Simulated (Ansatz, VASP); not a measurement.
# Two plane-wave programs on CdS

```
CELL_PARAMETERS angstrom
4.15000 0.00000 0.00000
-2.07500 3.59401 0.00000
0.00000 0.00000 6.73700
ATOMIC_POSITIONS crystal
Cd 0.66667 0.33333 0.50000
Cd 0.33333 0.66667 0.00000
S 0.66667 0.33333 0.87500
S 0.33333 0.66667 0.37500
```

Alike in both runs: task single point; functional PBE-based screened hybrid with a share of 0.3 of exact exchange and HFSCREEN = 0.2; k mesh 4 × 4 × 2; occupations fermi-dirac, width 0.05 eV; no spin polarisation.

|  | VASP | Ansatz |
| --- | --- | --- |
| version | VASP 6.6.1 | Ansatz 0.2.0 |
| potentials or method | VASP PAW PBE potentials, release 64 (Cd, S) | Ansatz PAW |
| plane-wave cutoff (eV) | 520 | 420 |
| valence electrons in the cell | 36 | 52 |

Ansatz gave:

```
gap on the k mesh at the Fermi level (eV)                     : 2.47
least direct gap on the mesh (eV)                             : 2.47
pressure (GPa)                                                : 0.8
traceless stress, the component that is largest in VASP (GPa) : 0.25
rms of the force components (eV/Å)                            : 0.037
```

Problem. What did VASP give for the same quantities?

Solution. gap on the k mesh at the Fermi level (eV): 2.48; least direct gap on the mesh (eV): 2.48; pressure (GPa): 1.0; traceless stress, the component that is largest in VASP (GPa): 0.25; rms of the force components (eV/Å): 0.037.

VASP's potentials were made for PBE, not for PBE-based screened hybrid. Atom by atom the forces differ by 0.000 eV/Å (rms over components). VASP's potentials hold 36 valence electrons a cell and Ansatz's 52, so a difference there can come from the potentials and not from the codes.

The k mesh is coarse, so the values compare programs but aren't converged.
